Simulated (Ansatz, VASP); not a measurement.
Two plane-wave programs on W

```xyz
1
Lattice="-1.5806 1.5806 1.5806 1.5806 -1.5806 1.5806 1.5806 1.5806 -1.5806" Properties=species:S:1:pos:R:3 pbc="T T T"
W     0.0000    0.0000    0.0000
```

Alike in both runs: functional r2SCAN; dispersion rVV10; k mesh 18 × 18 × 18; occupations gaussian, width 0.1 eV; no spin polarisation.

Ansatz relaxed the structure, and its values are those at the end. VASP's run is a single point on that final structure, the one shown.

|  | VASP | Ansatz |
| --- | --- | --- |
| version | VASP 6.6.1 | Ansatz 0.2.0 |
| potentials or method | VASP PAW PBE potentials, release 64 (W_sv), cutoff 520 eV | scalar-relativistic, plane waves, PAW |
| valence electrons in the cell | 14 | 14 |

Ansatz gave:

```
gap on the k mesh at the Fermi level (eV) : none
pressure (GPa)                            : 0.0
```

Q: Which values does VASP return?

A: gap on the k mesh at the Fermi level (eV): none; pressure (GPa): 1.9.

VASP's potentials were made for PBE, not for r2SCAN. A gap of «none» marks a metal or a gap that the smearing closes.

Neither program's run includes spin-orbit coupling.
